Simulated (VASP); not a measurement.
Set up this calculation in VASP 6.6.1, as the native input.

```yaml
Task: single point
Functional: r2SCAN
Potentials_or_basis: VASP PAW PBE potentials, release 64 (Si, S)
Cutoff: 550 eV
k_mesh: 6 × 6 × 6
Occupations: gaussian, width 0.01 eV
Spin: no spin polarisation
Dipole_correction: no
Further_INCAR_settings: ALGO = Normal; EDIFF = 1e-06; NBANDS = 25
```

Crystal: SiS2.

```
Si S
1.0
    -2.85395    5.01224    2.76165
     2.85395   -5.01224    2.76165
     2.85395    5.01224   -2.76165
Si S
2 4
Direct
  0.75000 0.75000 0.00000
  0.25000 0.25000 0.00000
  0.11407 0.20292 0.31699
  0.88593 0.79708 0.68301
  0.61407 0.29708 0.91115
  0.38593 0.70292 0.08885
```

This cell differs from its parent crystal: biaxial xy strain +4.0%.

The input as run:

POSCAR

```
SiS2
1.0
   -2.8539494622      5.0122357858      2.7616510799
    2.8539494622     -5.0122357858      2.7616510799
    2.8539494622      5.0122357858     -2.7616510799
Si S
2 4
Direct
    0.7500000000      0.7500000000      0.0000000000
    0.2500000000      0.2500000000      0.0000000000
    0.1140721468      0.2029217956      0.3169939424
    0.8859278532      0.7970782044      0.6830060576
    0.6140721468      0.2970782044      0.9111503513
    0.3859278532      0.7029217956      0.0888496487
```

INCAR.step1

```
PREC = Accurate ; ENCUT = 550
ISMEAR = 0 ; SIGMA = 0.01
LREAL = F ; LASPH = T
NELM = 120 ; NBANDS = 25
GGA = PE ; ALGO = Normal
EDIFF = 1E-5 ; LWAVE = T
LCHARG = F ; GGA_COMPAT = F
```

INCAR.step2

```
PREC = Accurate ; ENCUT = 550
EDIFF = 1E-6 ; ISMEAR = 0
SIGMA = 0.01 ; LREAL = F
LASPH = T ; NELM = 120
ALGO = Normal ; ISIF = 2
LWAVE = F ; LCHARG = T
METAGGA = R2SCAN ; LMIXTAU = T
LELF = T ; LVHAR = T
NBANDS = 25 ; ISTART = 1
GGA_COMPAT = F
```

KPOINTS

```
regular mesh
0
Gamma
  6 6 6
```

Potentials or basis: VASP PAW PBE potentials, release 64 (Si, S).

Run with:

```console
$ cat potpaw_PBE.64/Si/POTCAR potpaw_PBE.64/S/POTCAR > POTCAR
$ cp INCAR.step1 INCAR
$ mpirun -np 1 vasp_std > vasp.out
$ cp INCAR.step2 INCAR
$ mpirun -np 1 vasp_std > vasp.out
```

It gave:

- Pressure: -0.2 GPa
- Largest force: 0.108 eV/Å
- Band gap on the k mesh: 3.36 eV (least direct gap 3.62 eV)

Caveat: the cell differs from its parent crystal (biaxial xy strain +4.0%); the PAW data sets were made with another functional, which shifts forces and pressure a little.

Run time: 25 min on 1 thread of Intel Xeon 8259CL, on a shared host, peak memory 0.46 GiB.
